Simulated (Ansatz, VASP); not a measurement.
## Two plane-wave programs on CsCl

```xyz
2
Lattice="4.2054 0.0000 0.0000 0.0000 4.2054 0.0000 0.0000 0.0000 4.2054" Properties=species:S:1:pos:R:3 pbc="T T T"
Cs    0.0000    0.0000    0.0000
Cl    2.1027    2.1027    2.1027
```

Alike in both runs: task single point; functional PBE; k mesh 8 × 8 × 8; occupations gaussian, width 0.05 eV; no spin polarisation.

```csv
,VASP,Ansatz
version,VASP 6.6.1,Ansatz 0.2.0
potentials or method,"VASP PAW PBE potentials, release 64 (Cs_sv, Cl), cutoff 500 eV","scalar-relativistic, plane waves, PAW"
valence electrons in the cell,16,16
```

|  | VASP | Ansatz | Ansatz less VASP |
| --- | --- | --- | --- |
| gap on the k mesh at the Fermi level (eV) | 5.00 | 5.01 | +0.010 |
| least direct gap on the mesh (eV) | 5.00 | 5.01 | +0.010 |
| pressure (GPa) | 0.0 | 0.0 | 0.00 |

Spin-orbit coupling is off throughout.
